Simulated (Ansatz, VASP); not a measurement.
# One calculation of Ge2Sb2O, two programs

```
Ge Sb O
1.0
     3.37468    0.00000    0.00000
     0.00000    3.37468    0.00000
     0.00000    0.00000    9.25383
Ge Sb O
2 2 1
Direct
  0.50000 0.50000 0.21668
  0.50000 0.50000 0.78332
  0.00000 0.00000 0.00000
  0.00000 0.00000 0.50000
  0.50000 0.50000 0.50000
```

Alike in both runs: functional PBE; k mesh 6 × 6 × 2; occupations gaussian, width 0.1 eV; no spin polarisation.

Ansatz relaxed the structure, and its values are those at the end. VASP's run is a single point on that final structure, the one shown.

|  | VASP | Ansatz |
| --- | --- | --- |
| version | VASP 6.6.1 | Ansatz 0.2.0 |
| potentials or method | VASP PAW PBE potentials, release 64 (Ge_d, Sb, O), cutoff 600 eV | scalar-relativistic, plane waves, PAW |
| valence electrons in the cell | 44 | 64 |

```csv
,VASP,Ansatz,Ansatz less VASP
gap on the k mesh at the Fermi level (eV),none,none,-
pressure (GPa),-0.4,-0.1,+0.32
rms of the force components (eV/Å),0.006,0.005,-0.0009
```

A gap of «none» marks a metal or a gap that the smearing closes. VASP's potentials hold 44 valence electrons a cell and Ansatz's 64, so a difference there can come from the potentials and not from the codes.

Spin-orbit coupling is off throughout.
